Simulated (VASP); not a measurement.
Set up this calculation in VASP 6.6.1, as the native input.

```
Task                   : single point
Functional             : PBE
Potentials or basis    : VASP PAW PBE potentials, release 64 (Si, W_sv)
Cutoff                 : 520 eV
k mesh                 : 9 × 9 × 6
Occupations            : gaussian, width 0.03 eV
Spin                   : no spin polarisation
Dipole correction      : no
Further INCAR settings : ALGO = Normal; EDIFF = 1e-06; NBANDS = 43
```

The structure of Si2W lies in POSCAR:

```
Si2W
1.0
    4.7444861815      0.0000000000      0.0000000000
   -2.3722430908      4.1088455611      0.0000000000
    0.0000000000      0.0000000000      6.2873930878
Si W
6 3
Direct
    0.8238313095      0.6476626189      0.5000000000
    0.1761686905      0.8238313095      0.8333333333
    0.6476626189      0.8238313095      0.1666666667
    0.1761686905      0.3523373811      0.5000000000
    0.8238313095      0.1761686905      0.8333333333
    0.3523373811      0.1761686905      0.1666666667
    0.0000000000      0.5000000000      0.1666666667
    0.5000000000      0.5000000000      0.8333333333
    0.5000000000      0.0000000000      0.5000000000
```

This cell differs from its parent crystal: atoms shifted along a free coordinate, c/a of the conventional cell at fixed volume 1.3252.

One way to write it, as run:

INCAR

```
  PREC = Accurate
  ENCUT = 520
  EDIFF = 1E-6
  ISMEAR = 0
  SIGMA = 0.03
  LREAL = F
  LASPH = T
  NELM = 60
  ALGO = Normal
  ISIF = 2
  LWAVE = F
  LCHARG = F
  GGA = PE
  NBANDS = 43
```

KPOINTS

```
regular mesh
0
Gamma
  9 9 6
```

Potentials or basis: VASP PAW PBE potentials, release 64 (Si, W_sv).

Run with:

```sh
$ cat potpaw_PBE.64/Si/POTCAR potpaw_PBE.64/W_sv/POTCAR > POTCAR
$ mpirun -np 1 vasp_std > vasp.out
```

Results of the run:

- Pressure: 5.5 GPa
- Largest force: 1.471 eV/Å
- Band gap on the k mesh: 0.19 eV (least direct gap 0.33 eV)

Caveat: the stress differs along the axes, from -3 to 22 GPa; spin-orbit coupling is left out, which moves the levels of the heavy elements; forces of over 1 eV/Å act on the atoms, so gaps and moduli don't describe the material at rest.

Wall time 5.5 min on 1 thread of Intel Xeon 8259CL, on a shared host, peak memory 0.35 GiB.
